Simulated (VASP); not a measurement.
# Al (P6_3/mmc) in VASP: a series of runs, part 2 of 2

VASP 6.6.1. Earlier steps stand in the parts before.

## Step 4: Single point, r2SCAN

This run uses another cell than the first one, of 16.00 Å³/atom, 0.906 times its volume.

Input file POSCAR:

```
Al
1.0
    2.7744445386      0.0000000000      0.0000000000
   -1.3872222692      2.4027394518      0.0000000000
    0.0000000000      0.0000000000      4.8010736936
Al
2
Direct
    0.3333333333      0.6666666667      0.2500000000
    0.6666666667      0.3333333333      0.7500000000
```

Input file INCAR.step1:

```
SYSTEM = Al
ALGO = Normal ; EDIFF = 1E-4
ENCUT = 520 ; GGA = PE
ISMEAR = -1 ; LASPH = .TRUE.
LCHARG = .FALSE. ; LREAL = .FALSE.
LWAVE = .TRUE. ; NBANDS = 10
NELM = 80 ; PREC = Accurate
SIGMA = 0.05
```

Input file INCAR.step2:

```
SYSTEM = Al
ALGO = Normal ; EDIFF = 1E-6
ENCUT = 520 ; ISIF = 2
ISMEAR = -1 ; ISTART = 1
LASPH = .TRUE. ; LCHARG = .FALSE.
LMIXTAU = .TRUE. ; LREAL = .FALSE.
LWAVE = .FALSE. ; METAGGA = R2SCAN
NBANDS = 10 ; NELM = 80
PREC = Accurate ; SIGMA = 0.05
```

Input file KPOINTS:

```
k-points
0
G
  11 11 6
  0 0 0
```

Potentials or basis: VASP PAW PBE potentials, release 64 (Al).

Command:

```sh
$ cat potpaw_PBE.64/Al/POTCAR > POTCAR
$ cp INCAR.step1 INCAR
$ mpirun -np 1 vasp_std > vasp.out
$ cp INCAR.step2 INCAR
$ mpirun -np 1 vasp_std > vasp.out
```

OUTCAR:

```text
SYSTEM = Al
   EDIFF = 1E-6
   ENCUT = 520
   ISIF = 2
   ISMEAR = -1
   ISTART = 1
   LASPH = .TRUE.
   LREAL = .FALSE.
   METAGGA = R2SCAN
   NELM = 80
   PREC = Accurate

 ion  position               nearest neighbor table
   1  0.333  0.667  0.250-   2 2.89   2 2.89   2 2.89   2 2.89   2 2.89   2 2.89
   2  0.667  0.333  0.750-   1 2.89   1 2.89   1 2.89   1 2.89   1 2.89   1 2.89

  LATTYP: Found a hexagonal cell.
 ALAT       =     2.7744445386
 C/A-ratio  =     1.7304630267

  Lattice vectors:

 A1 = (   2.7744445386,   0.0000000000,   0.0000000000)
 A2 = (  -1.3872222692,   2.4027394518,   0.0000000000)
 A3 = (   0.0000000000,   0.0000000000,   4.8010736936)

Analysis of symmetry for initial positions (statically):
=====================================================================
 Subroutine PRICEL returns:
 Original cell was already a primitive cell.

 Routine SETGRP: Setting up the symmetry group for a
 hexagonal supercell.

 Subroutine GETGRP returns: Found 24 space group operations
 (whereof 12 operations were pure point group operations)
 out of a pool of 24 trial point group operations.

The static configuration has the point symmetry D_3d.
 The point group associated with its full space group is D_6h.

Analysis of symmetry for dynamics (positions and initial velocities):
=====================================================================
 Subroutine PRICEL returns:
 Original cell was already a primitive cell.

 Routine SETGRP: Setting up the symmetry group for a
 hexagonal supercell.

 Subroutine GETGRP returns: Found 24 space group operations
 (whereof 12 operations were pure point group operations)
 out of a pool of 24 trial point group operations.

The dynamic configuration has the point symmetry D_3d.
 The point group associated with its full space group is D_6h.

 Subroutine INISYM returns: Found 24 space group operations
 (whereof 12 operations are pure point group operations),
 and found     1 'primitive' translations

----------------------------------------------------------------------------------------

                                     Primitive cell

  volume of cell :      32.0052

  direct lattice vectors                    reciprocal lattice vectors
     2.774444539  0.000000000  0.000000000     0.360432507  0.208095805  0.000000000
    -1.387222269  2.402739452  0.000000000     0.000000000  0.416191610  0.000000000
     0.000000000  0.000000000  4.801073694     0.000000000  0.000000000  0.208286742

  length of vectors
     2.774444539  2.774444539  4.801073694     0.416191610  0.416191610  0.208286742

  position of ions in fractional coordinates (direct lattice)
     0.333333333  0.666666667  0.250000000
     0.666666667  0.333333333  0.750000000

  ion indices of the primitive-cell ions
   primitive index   ion index
                 1           1
                 2           2

----------------------------------------------------------------------------------------

 KPOINTS: k-points

Automatic generation of k-mesh.
 Grid dimensions read from file:
 generate k-points for:   11   11    6

 Generating k-lattice:

  Cartesian coordinates                     Fractional coordinates (reciprocal lattice)
     0.032766592  0.018917800  0.000000000     0.090909091 -0.000000000  0.000000000
     0.000000000  0.037835601  0.000000000     0.000000000  0.090909091  0.000000000
     0.000000000  0.000000000  0.034714457     0.000000000  0.000000000  0.166666667

  Length of vectors
     0.037835601  0.037835601  0.034714457

  Shift w.r.t. Gamma in fractional coordinates (k-lattice)
     0.000000000  0.000000000  0.000000000

 Subroutine IBZKPT returns following result:
 ===========================================

 Found     64 irreducible k-points:

 Following reciprocal coordinates:
            Coordinates               Weight
  0.000000  0.000000  0.000000      1.000000
  0.090909  0.000000  0.000000      6.000000
  0.181818  0.000000  0.000000      6.000000
  0.272727  0.000000  0.000000      6.000000
  0.363636  0.000000  0.000000      6.000000
  0.454545  0.000000  0.000000      6.000000
[... 16 lines left out ...]
  0.090909  0.090909  0.166667     12.000000
  0.181818  0.090909  0.166667     24.000000
 [... further k-points ...]
   k-points           NKPTS =     64   k-points in BZ     NKDIM =     64   number of bands    NBANDS=     10
   number of dos      NEDOS =    301   number of ions     NIONS =      2
   total plane-waves  NPLWV =  20736
   dimension x,y,z NGX =    24 NGY =   24 NGZ =   36
   dimension x,y,z NGXF=    48 NGYF=   48 NGZF=   72
   ions per type =               2
   NGX,Y,Z   is equivalent  to a cutoff of  14.38, 14.38, 12.47 a.u.
   NGXF,Y,Z  is equivalent  to a cutoff of  28.76, 28.76, 24.93 a.u.
 SYSTEM =  Al
   PREC   = accura    normal or accurate (medium, high low for compatibility)
   ISTART =      1    job   : 0-new  1-cont  2-samecut
   ICHARG =      0    charge: 1-file 2-atom 10-const
   ISPIN  =      1    spin polarized calculation?
   LNONCOLLINEAR =      F non collinear calculations
   LSORBIT =      F    spin-orbit coupling
   LASPH  =      T    aspherical Exc in radial PAW
   ENCUT  =  520.0 eV  38.22 Ry    6.18 a.u.   5.16  5.16  8.93*2*pi/ulx,y,z
   NELM   =     80;   NELMIN=  2; NELMDL=  0     # of ELM steps
   EDIFF  = 0.1E-05   stopping-criterion for ELM
   LREAL  =      F    real-space projection
   EDIFFG = 0.1E-04   stopping-criterion for IOM
   NSW    =      0    number of steps for IOM
   IBRION =     -1    ionic relax: 0-MD 1-quasi-New 2-CG
   NFREE  =      0    steps in history (QN), initial steepest desc. (CG)
   ISIF   =      2    stress and relaxation
   ISYM   =      2    0-nonsym 1-usesym 2-fastsym
   POTIM  = 0.5000    time-step for ionic-motion
   TEBEG  =    0.0;   TEEND  =   0.0 temperature during run
   PSTRESS=    0.0 pullay stress
   NELECT =       6.0000    total number of electrons
   NUPDOWN=      -1.0000    fix difference up-down
   EMIN   =  10.00;   EMAX   =-10.00  energy-range for DOS
[... 5 lines left out ...]
     AMIX     =   0.40;   BMIX     =  1.00
     AMIX_MAG =   1.60;   BMIX_MAG =  1.00
  volume/ion in A,a.u.               =      16.00       107.99
  Fermi-wavevector in a.u.,A,eV,Ry     =   0.936954  1.770586 11.944318  0.877883
  Thomas-Fermi vector in A             =   2.064016
   LORBIT       =      0    0 simple, 1 ext, 2 COOP (PROOUT), +10 PAW based schemes
   METAGGA = R2SCAN    functional components
   LHFCALC =     F    Hartree Fock is set to
   AEXX    =    0.0000 exact exchange contribution
   IVDW    =     0    specifies the selected vdW correction
   LEPSILON=     F    determine dielectric tensor
   LRPA    =     F    only Hartree local field effects (RPA)
 non-spin polarized calculation
  energy-cutoff  :      520.00
  volume of cell :       32.01
 maximum number of plane-waves:       872
 NGX is ok and might be reduce to    24
   NGX = 11   NGY = 11   NGZ = 17

 number of electron       6.0000000 magnetization

 Free energy of the ion-electron system (eV)
  ---------------------------------------------------
  ext. energy  EPLUGINS =         0.00000000
  ---------------------------------------------------
  free energy    TOTEN  =       -13.40145708 eV

  energy without entropy =      -13.39724540  energy(sigma->0) =      -13.39935124

 E-fermi :   8.4020     XC(G=0): -11.0270

 val. band max:        8.3226635194   @ k =   0.3636   0.2727   0.3333
 cond. band min:       8.4686259976   @ k =   0.4545   0.0000   0.0000
 fundamental gap:      0.1459624781
 Fermi energy:         8.4020168694

 k-point     1 :       0.0000    0.0000    0.0000
  band No.  band energies     occupation
      1      -3.7293      2.00000
      2       2.8857      2.00000
      3       3.0168      2.00000
      4      20.3106      0.00000
      5      20.9445      0.00000
      6      20.9446      0.00000
      7      20.9580      0.00000
      8      20.9580      0.00000
      9      22.1501      0.00000
     10      24.5219      0.00000

 k-point     2 :       0.0909    0.0000    0.0000
  band No.  band energies     occupation
      1      -3.5043      2.00000
      2       3.0968      2.00000
      3       3.2337      2.00000
      4      17.4626      0.00000
      5      19.0777      0.00000
      6      19.9793      0.00000
      7      21.3463      0.00000
      8      22.2848      0.00000
      9      23.0379      0.00000
     10      23.7812      0.00000
[... 274 lines left out ...]
 k-point    24 :       0.1818    0.0909    0.1667
  band No.  band energies     occupation
      1      -1.9746      2.00000
      2       2.4505      2.00000
      3       6.7383      2.00000
      4      12.2616      0.00000
      5      14.3923      0.00000
      6      16.4954      0.00000
      7      18.4066      0.00000
      8      19.2972      0.00000
      9      20.5050      0.00000
     10      22.2209      0.00000

 [... further k-points ...]
[... 5 lines left out ...]
  --------------------------------------------------------------------------------------
  -------------------------------------------------------------------------------------
  Total        0.5045851      0.5045851     -0.8638502      0.0000000      0.0000000     -0.0000000
  in kB       25.2594495     25.2594495    -43.2442071      0.0000000      0.0000000     -0.0000000
  external PRESSURE =       2.4248973 kB  Pullay stress =       0.0000000 kB

 VOLUME and BASIS-vectors are now :
 -----------------------------------------------------------------------------
  energy-cutoff  :      520.00
  volume of cell :       32.01
      direct lattice vectors                 reciprocal lattice vectors
     2.774444539  0.000000000  0.000000000     0.360432507  0.208095805  0.000000000
    -1.387222269  2.402739452  0.000000000     0.000000000  0.416191610  0.000000000
     0.000000000  0.000000000  4.801073694     0.000000000  0.000000000  0.208286742

 POSITION                                       TOTAL-FORCE (eV/Angst)
 -----------------------------------------------------------------------------------
     -0.00000      1.60183      1.20027        -0.000000      0.000000      0.000000
      1.38722      0.80091      3.60081         0.000000     -0.000000      0.000000
 -----------------------------------------------------------------------------------
    total drift:                                0.000000     -0.000000      0.000000

  FREE ENERGIE OF THE ION-ELECTRON SYSTEM (eV)
  ---------------------------------------------------
  free  energy   TOTEN  =       -13.4014570823 eV

  energy  without entropy=      -13.3972453993  energy(sigma->0) =      -13.39935124
```

Run time: 22 s. Hardware: 1 thread of Intel Xeon 6975P-C (Granite Rapids), shared host; peak memory 0.16 GiB.

What came out:

```yaml
Free_energy: -13.4015 eV
Pressure: 0.2 GPa
Band_gap_on_the_k_mesh: zero (band 3 reaches 12.06 eV, above the bottom of band 4 at 5.26 eV)
```

Stress tensor (GPa, compression positive):
```
 2.53  0.00  0.00
 0.00  2.53  0.00
 0.00  0.00 -4.32
```

Levels at points of the mesh, in eV from the Fermi level:
```csv
k point,band 1,band 2,band 3,band 4,band 5,band 6,band 7
"(0.00, 0.00, 0.00)",-12.13,-5.52,-5.39,11.91,12.54,12.54,12.56
"(0.00, 0.00, 0.50)",-10.43,-10.43,2.54,2.54,13.40,13.40,13.40
```

Caveat: the PAW data sets were made with another functional, which shifts forces and pressure a little.

## Step 5: Overview

| level | potentials or basis | cell | gap on the mesh (eV) | pressure (GPa) |
| --- | --- | --- | --- | --- |
| LDA | VASP PAW LDA potentials, release 64 (Al) | a = 2.868, b = 2.868, c = 4.962 Å, angles 90.0, 90.0, 120.0°, 2 atoms | none | -6.4 |
| r2SCAN | VASP PAW PBE potentials, release 64 (Al) | a = 2.755, b = 2.755, c = 4.767 Å, angles 90.0, 90.0, 120.0°, 2 atoms | none | 2.2 |
| r2SCAN | VASP PAW PBE potentials, release 64 (Al) | a = 2.774, b = 2.774, c = 4.801 Å, angles 90.0, 90.0, 120.0°, 2 atoms | none | 0.2 |

Alike in all rows: task single point; no spin polarisation; k mesh 11 × 11 × 6; cutoff (eV) 520; smearing fermi-dirac 0.05 eV.

Caveats: the PAW data sets were made with another functional, which shifts forces and pressure a little (some runs).

Absolute energies hang on the potentials; compare differences alone.
